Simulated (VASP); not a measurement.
Wanted: the native input for a VASP 6.6.1 run.

- Task: relaxation of cell and atoms
- Functional: PBEsol
- Potentials or basis: VASP PAW PBE potentials, release 64 (Mg)
- Cutoff: 600 eV
- k mesh: 10 × 10 × 3
- Occupations: fermi-dirac, width 0.05 eV
- Spin: no spin polarisation
- Dipole correction: no
- Further INCAR settings: ALGO = Normal; EDIFF = 1e-06; IBRION = 2; EDIFFG = -0.01; NSW = 60; ISIF = 3

The structure of Mg lies in POSCAR:

```
Mg
1.0
    3.1768261656      0.0000000000      0.0000000000
   -1.5884130828      2.7512121628      0.0000000000
    0.0000000000      0.0000000000     10.3188620100
Mg
4
Direct
    0.6666666667      0.3333333333      0.7500000000
    0.0000000000      0.0000000000      0.5000000000
    0.3333333333      0.6666666667      0.2500000000
    0.0000000000      0.0000000000      0.0000000000
```

These files were run (other wordings do the same):

INCAR

```
PREC     = Accurate       # precision mode
ENCUT    = 600            # plane-wave cutoff, eV
EDIFF    = 1E-6           # SCF threshold, eV
ISMEAR   = -1             # smearing method
SIGMA    = 0.05           # smearing width, eV
LREAL    = False          # projectors in reciprocal space
LASPH    = True           # aspherical terms in the spheres
NELM     = 60             # most SCF steps
ALGO     = Normal         # electronic algorithm
ISIF     = 3              # what is computed and relaxed
LWAVE    = False          # write WAVECAR
LCHARG   = False          # write CHGCAR
GGA      = PS             # functional
IBRION   = 2              # ionic algorithm
NSW      = 60             # ionic steps
EDIFFG   = -0.01          # ionic threshold
```

KPOINTS

```
Automatic mesh
0
Gamma
  10 10 3
```

Potentials or basis: VASP PAW PBE potentials, release 64 (Mg).

The run is started by

```console
$ cat potpaw_PBE.64/Mg/POTCAR > POTCAR
$ mpirun -np 1 vasp_std > vasp.out
```

It gave:

| Item | Value |
| --- | --- |
| Relaxed volume | 22.64 Å³/atom |
| Relaxed cell | a = 3.165 Å, b = 3.165 Å, c = 10.442 Å, α = 90.00°, β = 90.00°, γ = 120.00° |
| Space group after relaxing (to 0.05 Å) | P6_3/mmc (No. 194) |
| Energy gained by relaxing | 0.8 meV/atom |
| Ionic steps | 5 |
| Pressure after relaxing | 0.0 GPa |
| Band gap on the k mesh | zero (band 4 reaches 3.25 eV, above the bottom of band 5 at 1.28 eV) |

Caveat: the PAW data sets were made with another functional, which shifts forces and pressure a little.

It took 79 s on 1 thread of Intel(R) Xeon(R) Platinum 8259CL CPU @ 2.50GHz (Skylake/Cascade Lake), on a shared host, peak memory 0.25 GiB.
